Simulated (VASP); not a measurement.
Input of a VASP 6.6.1 run:

Contents of INCAR:

```
ALGO = Normal
EDIFF = 1E-6
ENCUT = 520
GGA = CA
ISIF = 2
ISMEAR = -1
LASPH = True
LCHARG = False
LREAL = False
LWAVE = False
NBANDS = 54
NELM = 100
PREC = Accurate
SIGMA = 0.02
```

KPOINTS

```
k-points
0
Gamma
  4 4 4
```

The input POSCAR:

```
Cs2AgBiBr6
1.0
    0.0000000000      5.4996436822      5.4996436822
    5.4996436822      0.0000000000      5.4996436822
    5.4996436822      5.4996436822      0.0000000000
Cs Ag Bi Br
2 1 1 6
Direct
    0.2500000000      0.2500000000      0.2500000000
    0.7500000000      0.7500000000      0.7500000000
    0.5000000000      0.5000000000      0.5000000000
    0.0000000000      0.0000000000      0.0000000000
    0.2555061764      0.7444938236      0.2555061764
    0.2555061764      0.7444938236      0.7444938236
    0.7444938236      0.2555061764      0.7444938236
    0.7444938236      0.2555061764      0.2555061764
    0.2555061764      0.2555061764      0.7444938236
    0.7444938236      0.7444938236      0.2555061764
```

Potentials or basis: VASP PAW LDA potentials, release 64 (Cs_sv, Ag, Bi_d, Br).

The run is started by

```sh
$ cat potpaw_LDA.64/Cs_sv/POTCAR potpaw_LDA.64/Ag/POTCAR potpaw_LDA.64/Bi_d/POTCAR potpaw_LDA.64/Br/POTCAR > POTCAR
$ mpirun -np 1 vasp_std > vasp.out
```

(1) Predict the pressure.

(2) Predict the band gap on the k mesh.

Answers

(1) 0.0 GPa.

(2) 0.95 eV (least direct gap 2.28 eV).

Caveat: spin-orbit coupling is left out, which moves the levels of the heavy elements.
